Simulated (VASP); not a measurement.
A run of VASP 6.6.1 is set up as follows.

File INCAR:

```
ALGO = Normal
EDIFF = 1E-6
ENCUT = 520
ISIF = 2
ISMEAR = 0
LASPH = T
LCHARG = F
LREAL = F
LWAVE = F
NBANDS = 16
NELM = 60
PREC = Accurate
SIGMA = 0.01
```

Contents of KPOINTS:

```
k-points
0
Gamma
  6 6 6
```

Contents of POSCAR:

```
CdSe
1.0
    3.0640735500      3.0640735500      0.0000000000
   -3.0640735500      3.0640735500      0.0000000000
    0.0000000000      3.0640735500      2.9679457523
Cd Se
1 1
Direct
    0.0000000000      0.0000000000      0.0000000000
    0.7500000000      0.2500000000      0.5000000000
```

Potentials or basis: VASP PAW LDA potentials, release 64 (Cd, Se).

Run with:

```console
$ cat potpaw_LDA.64/Cd/POTCAR potpaw_LDA.64/Se/POTCAR > POTCAR
$ mpirun -np 1 vasp_std > vasp.out
```

(1) Predict the pressure.

(2) What does it give for the band gap on the k mesh?

## Answers

(1) -1.1 GPa.

(2) 0.31 eV, direct.

Caveat: the cell differs from its parent crystal (in-plane strain +0.02).
